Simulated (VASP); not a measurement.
The system is TiAl.

```
Ti Al
1.0
     2.88510    0.00000    0.00000
    -1.44255    2.49857    0.00000
     0.00000    0.00000    4.70936
Ti Al
1 1
Direct
  0.00000 0.00000 0.00000
  0.33333 0.66667 0.50000
```

Base run:

```yaml
Program: VASP 6.6.1
Functional: LDA
Potentials_or_basis: VASP PAW LDA potentials, release 64 (Ti_sv, Al)
Cutoff: 520 eV
k_mesh: 21 × 21 × 12
Occupations: gaussian, width 0.15 eV
Spin: collinear spin
Starting_moments: "[0.875, 0.0] μB"
Fixed_moment: 0.875 μB
```

Its results: pressure -7.2 GPa; site moments Ti +0.53; Al +0.02 μB.

Q: The run is repeated on the same cell with these changes: fixed moment from 0.875 μB to 0.25 μB; moments at the start from [0.88, 0.0] to [0.25, 0.0]. What comes out?

A: Pressure -7.7 GPa; site moments Ti +0.15; Al +0.01 μB.

Caveats: the cell stands under tension; the total moment is fixed, so each spin has its own Fermi level.
